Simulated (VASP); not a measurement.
# Hf2ZrSe6 (R-3) in VASP: further runs, part 2 of 2

VASP 6.6.1. Earlier steps stand in the parts before.

## Step 3: Single point, PBE

Contents of INCAR:

```
PREC     = Accurate       # precision mode
ENCUT    = 520            # plane-wave cutoff, eV
EDIFF    = 1E-6           # SCF threshold, eV
ISMEAR   = 0              # smearing method
SIGMA    = 0.02           # smearing width, eV
LREAL    = False          # projectors in reciprocal space
LASPH    = True           # aspherical terms in the spheres
NELM     = 60             # most SCF steps
ALGO     = Normal         # electronic algorithm
ISIF     = 2              # what is computed and relaxed
LWAVE    = False          # write WAVECAR
LCHARG   = False          # write CHGCAR
GGA      = PE             # functional
NBANDS   = 44             # bands
```

Contents of KPOINTS:

```
Automatic mesh
0
Gamma
  6 6 6
```

Contents of POSCAR:

```
Hf2ZrSe6
1.0
    3.2748861748      1.8907564146      6.9973253000
   -3.2748861748      1.8907564146      6.9973253000
    0.0000000000     -3.7815128291      6.9973253000
Zr Hf Se
1 2 6
Direct
    0.5000000000      0.5000000000      0.5000000000
    0.8333360000      0.8333360000      0.8333360000
    0.1666640000      0.1666640000      0.1666640000
    0.4248280000      0.0892500000      0.7603930000
    0.0892500000      0.7603930000      0.4248280000
    0.7603930000      0.4248280000      0.0892500000
    0.2396070000      0.5751720000      0.9107500000
    0.9107500000      0.2396070000      0.5751720000
    0.5751720000      0.9107500000      0.2396070000
```

Potentials or basis: VASP PAW PBE potentials, release 64 (Zr_sv, Hf_pv, Se).

Command:

```console
cat potpaw_PBE.64/Zr_sv/POTCAR potpaw_PBE.64/Hf_pv/POTCAR potpaw_PBE.64/Se/POTCAR > POTCAR
mpirun -np 1 vasp_std > vasp.out
```

OUTCAR:

```text
PREC = Accurate
   ENCUT = 520
   EDIFF = 1E-6
   ISMEAR = 0
   LREAL = False
   LASPH = True
   NELM = 60
   ISIF = 2
   GGA = PE

 ion  position               nearest neighbor table
   1  0.500  0.500  0.500-   6 2.71   7 2.71   4 2.71   9 2.71   8 2.71   5 2.71   3 3.78   2 3.78
                             3 3.78   3 3.78   2 3.78   2 3.78
   2  0.833  0.833  0.833-   9 2.69   8 2.69   7 2.69   5 2.69   6 2.69   4 2.69   1 3.78   1 3.78
                             1 3.78   3 3.78   3 3.78   3 3.78
   3  0.167  0.167  0.167-   4 2.69   5 2.69   6 2.69   8 2.69   7 2.69   9 2.69   1 3.78   1 3.78
                             1 3.78   2 3.78   2 3.78   2 3.78
   4  0.425  0.089  0.760-   3 2.69   2 2.69   1 2.71
   5  0.089  0.760  0.425-   3 2.69   2 2.69   1 2.71
   6  0.760  0.425  0.089-   3 2.69   2 2.69   1 2.71
   7  0.240  0.575  0.911-   2 2.69   3 2.69   1 2.71
   8  0.911  0.240  0.575-   2 2.69   3 2.69   1 2.71
   9  0.575  0.911  0.240-   2 2.69   3 2.69   1 2.71

  LATTYP: Found a trigonal (rhomboedric) cell.
 ALAT       =     7.9537664431
 COS(alpha) =     0.6609398521

  Lattice vectors:

 A1 = (   3.2748861748,   1.8907564146,   6.9973253000)
 A2 = (  -3.2748861748,   1.8907564146,   6.9973253000)
 A3 = (   0.0000000000,  -3.7815128291,   6.9973253000)

Analysis of symmetry for initial positions (statically):
=====================================================================
 Subroutine PRICEL returns:
 Original cell was already a primitive cell.

 Routine SETGRP: Setting up the symmetry group for a
 trigonal (rhombohedral) supercell.

 Subroutine GETGRP returns: Found  6 space group operations
 (whereof  6 operations were pure point group operations)
 out of a pool of 12 trial point group operations.

The static configuration has the point symmetry S_6 .

Analysis of symmetry for dynamics (positions and initial velocities):
=====================================================================
 Subroutine PRICEL returns:
 Original cell was already a primitive cell.

 Routine SETGRP: Setting up the symmetry group for a
 trigonal (rhombohedral) supercell.

 Subroutine GETGRP returns: Found  6 space group operations
 (whereof  6 operations were pure point group operations)
 out of a pool of 12 trial point group operations.

The dynamic configuration has the point symmetry S_6 .

 Subroutine INISYM returns: Found  6 space group operations
 (whereof  6 operations are pure point group operations),
 and found     1 'primitive' translations

----------------------------------------------------------------------------------------

                                     Primitive cell

  volume of cell :     259.9651

  direct lattice vectors                    reciprocal lattice vectors
     3.274886175  1.890756415  6.997325300     0.152677062  0.088148143  0.047637250
    -3.274886175  1.890756415  6.997325300    -0.152677062  0.088148143  0.047637250
     0.000000000 -3.781512829  6.997325300     0.000000000 -0.176296286  0.047637250

  length of vectors
     7.953766443  7.953766443  7.953766443     0.182618969  0.182618969  0.182618969

  position of ions in fractional coordinates (direct lattice)
[... 55 lines left out ...]
  0.333333  0.166667 -0.000000      6.000000
[... 16 lines left out ...]
  0.333333  0.333333  0.166667      6.000000
  0.500000  0.333333  0.166667      6.000000
 [... further k-points ...]
   k-points           NKPTS =     40   k-points in BZ     NKDIM =     40   number of bands    NBANDS=     44
   number of dos      NEDOS =    301   number of ions     NIONS =      9
   total plane-waves  NPLWV = 216000
   dimension x,y,z NGX =    60 NGY =   60 NGZ =   60
   dimension x,y,z NGXF=   120 NGYF=  120 NGZF=  120
   ions per type =               1   2   6
   NGX,Y,Z   is equivalent  to a cutoff of  12.54, 12.54, 12.54 a.u.
   NGXF,Y,Z  is equivalent  to a cutoff of  25.08, 25.08, 25.08 a.u.
 SYSTEM =  unknown system
   PREC   = accura    normal or accurate (medium, high low for compatibility)
   ISTART =      0    job   : 0-new  1-cont  2-samecut
   ICHARG =      2    charge: 1-file 2-atom 10-const
   ISPIN  =      1    spin polarized calculation?
   LNONCOLLINEAR =      F non collinear calculations
   LSORBIT =      F    spin-orbit coupling
   LASPH  =      T    aspherical Exc in radial PAW
   ENCUT  =  520.0 eV  38.22 Ry    6.18 a.u.  14.79 14.79 14.79*2*pi/ulx,y,z
   NELM   =     60;   NELMIN=  2; NELMDL= -5     # of ELM steps
   EDIFF  = 0.1E-05   stopping-criterion for ELM
   LREAL  =      F    real-space projection
   EDIFFG = 0.1E-04   stopping-criterion for IOM
   NSW    =      0    number of steps for IOM
   IBRION =     -1    ionic relax: 0-MD 1-quasi-New 2-CG
   NFREE  =      0    steps in history (QN), initial steepest desc. (CG)
   ISIF   =      2    stress and relaxation
   ISYM   =      2    0-nonsym 1-usesym 2-fastsym
   POTIM  = 0.5000    time-step for ionic-motion
   TEBEG  =    0.0;   TEEND  =   0.0 temperature during run
   PSTRESS=    0.0 pullay stress
   NELECT =      68.0000    total number of electrons
   NUPDOWN=      -1.0000    fix difference up-down
   EMIN   =  10.00;   EMAX   =-10.00  energy-range for DOS
   EFERMI =   0.00;   METHOD = LEGACY
   ISMEAR =     0;   SIGMA  =   0.02  broadening in eV -4-tet -1-fermi 0-gaus
   EFERMI_NEDOS =   21; number of points for ismear=-14 and -15
   IALGO  =     38    algorithm
   IMIX   =      4    mixing-type and parameters
     AMIX     =   0.40;   BMIX     =  1.00
     AMIX_MAG =   1.60;   BMIX_MAG =  1.00
  volume/ion in A,a.u.               =      28.89       194.93
  Fermi-wavevector in a.u.,A,eV,Ry     =   1.046983  1.978510 14.914331  1.096172
  Thomas-Fermi vector in A             =   2.181844
   LORBIT       =      0    0 simple, 1 ext, 2 COOP (PROOUT), +10 PAW based schemes
   GGA     = PE    functional components
   LHFCALC =     F    Hartree Fock is set to
   AEXX    =    0.0000 exact exchange contribution
   IVDW    =     0    specifies the selected vdW correction
   LEPSILON=     F    determine dielectric tensor
   LRPA    =     F    only Hartree local field effects (RPA)
 non-spin polarized calculation
 Gauss-broadening in eV      SIGMA  =   0.02
  energy-cutoff  :      520.00
  volume of cell :      259.97
 maximum number of plane-waves:      7022
   NGX = 29   NGY = 29   NGZ = 29

 number of electron      68.0000001 magnetization

 Free energy of the ion-electron system (eV)
  ---------------------------------------------------
  ext. energy  EPLUGINS =         0.00000000
  ---------------------------------------------------
  free energy    TOTEN  =       -61.56855099 eV

  energy without entropy =      -61.56855099  energy(sigma->0) =      -61.56855099

 E-fermi :   2.4562     XC(G=0):  -8.7509

 val. band max:        2.3594183804   @ k =   0.0000   0.0000   0.0000
 cond. band min:       2.8622864076   @ k =   0.5000  -0.0000  -0.0000
 fundamental gap:      0.5028680272
 Fermi energy:         2.4561577518

 k-point     1 :       0.0000    0.0000    0.0000
  band No.  band energies     occupation
      1     -47.1618      2.00000
      2     -28.9321      2.00000
      3     -28.9321      2.00000
      4     -28.9026      2.00000
      5     -28.8838      2.00000
      6     -28.8778      2.00000
[... 1117 lines left out ...]
     43       5.5564      0.00000
     44       6.2157      0.00000

 [... further k-points ...]

------------------------ aborting loop because EDIFF is reached ----------------------------------------

  FORCE on cell =-STRESS in cart. coord.  units (eV):
  Direction    XX          YY          ZZ          XY          YZ          ZX
  --------------------------------------------------------------------------------------
  -------------------------------------------------------------------------------------
  Total       -0.2665183     -0.2665183     -0.2230749      0.0000000     -0.0000000      0.0000000
  in kB       -1.6425648     -1.6425648     -1.3748211      0.0000001     -0.0000000      0.0000000
  external PRESSURE =      -1.5533169 kB  Pullay stress =       0.0000000 kB

 VOLUME and BASIS-vectors are now :
 -----------------------------------------------------------------------------
  energy-cutoff  :      520.00
  volume of cell :      259.97
      direct lattice vectors                 reciprocal lattice vectors
     3.274886175  1.890756415  6.997325300     0.152677062  0.088148143  0.047637250
    -3.274886175  1.890756415  6.997325300    -0.152677062  0.088148143  0.047637250
     0.000000000 -3.781512829  6.997325300     0.000000000 -0.176296286  0.047637250

 POSITION                                       TOTAL-FORCE (eV/Angst)
 -----------------------------------------------------------------------------------
      0.00000      0.00000     10.49599        -0.000000     -0.000000      0.000000
      0.00000      0.00000     17.49337        -0.000000     -0.000000     -0.000041
      0.00000      0.00000      3.49861        -0.000000      0.000000      0.000041
      1.09898     -1.90344      8.91789         0.013841     -0.023996      0.022502
     -2.19792     -0.00002      8.91789        -0.027701      0.000012      0.022502
      1.09894      1.90346      8.91789         0.013861      0.023984      0.022502
     -1.09894     -1.90346     12.07409        -0.013861     -0.023984     -0.022502
      2.19792      0.00002     12.07409         0.027701     -0.000012     -0.022502
     -1.09898      1.90344     12.07409        -0.013841      0.023996     -0.022502
 -----------------------------------------------------------------------------------
    total drift:                                0.000000     -0.000000      0.000000

  FREE ENERGIE OF THE ION-ELECTRON SYSTEM (eV)
  ---------------------------------------------------
  free  energy   TOTEN  =       -61.5685509892 eV

  energy  without entropy=      -61.5685509892  energy(sigma->0) =      -61.56855099
```

Run time: 24 min. Hardware: 1 thread of Intel Xeon 8259CL, shared host; peak memory 0.76 GiB.

Results:

- Free energy: -61.5686 eV
- Pressure: -0.2 GPa
- Largest force: 0.036 eV/Å
- Band gap on the k mesh: 0.50 eV (least direct gap 1.30 eV)

Forces on the atoms (eV/Å):
```
Zr   0.000  0.000  0.000
Hf   0.000  0.000  0.000
Hf   0.000  0.000  0.000
Se   0.014 -0.024  0.023
Se  -0.028  0.000  0.023
Se   0.014  0.024  0.023
Se  -0.014 -0.024 -0.023
Se   0.028  0.000 -0.023
Se  -0.014  0.024 -0.023
```

Caveat: spin-orbit coupling is left out, which moves the levels of the heavy elements. A k mesh can miss the band edges.
